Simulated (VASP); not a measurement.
The system is Be2SbP3.

```
Be Sb P
1.0
     5.10453    0.00000    0.00000
     0.00000    5.10453    0.00000
     0.00000    0.00000    4.82031
Be Sb P
2 1 3
Direct
  0.00000 0.50000 0.00000
  0.50000 0.00000 0.00000
  0.50000 0.50000 0.50000
  0.00000 0.50000 0.50000
  0.50000 0.00000 0.50000
  0.50000 0.50000 0.00000
```

The cell was generated, and may not be a known phase.

```yaml
Program: VASP 6.6.1
Task: relaxation of cell and atoms
Functional: PBE
Potentials_or_basis: VASP PAW PBE potentials, release 64 (Be, Sb, P)
Cutoff: 600 eV
k_mesh: 8 × 8 × 8
Occupations: gaussian, width 0.1 eV
Spin: no spin polarisation
```

At the start: pressure 0.7 GPa; volume 20.93 Å³/atom.

Problem. Where does the relaxation end?

Solution. Over 4 steps the energy falls by 2.0 meV/atom and the volume is 21.05 Å³/atom (+0.6 %); space group P4/mmm (No. 123, to 0.1 Å) before and after.

Step by step:
```
step  energy change (eV)  largest force (eV/Å)  pressure (GPa)  volume (Å³)
   1              0.0000                0.0000            0.72       125.60
   2             -0.0085                0.0000           -0.63       127.30
   3             -0.0119                0.0000           -0.18       126.70
   4             -0.0122                0.0000           -0.01       126.32
```

Final structure:
```
CELL_PARAMETERS angstrom
5.09120 0.00000 0.00000
0.00000 5.09120 0.00000
0.00000 0.00000 4.87355
ATOMIC_POSITIONS crystal
Be 0.00000 0.50000 0.00000
Be 0.50000 0.00000 0.00000
Sb 0.50000 0.50000 0.50000
P 0.00000 0.50000 0.50000
P 0.50000 0.00000 0.50000
P 0.50000 0.50000 0.00000
```
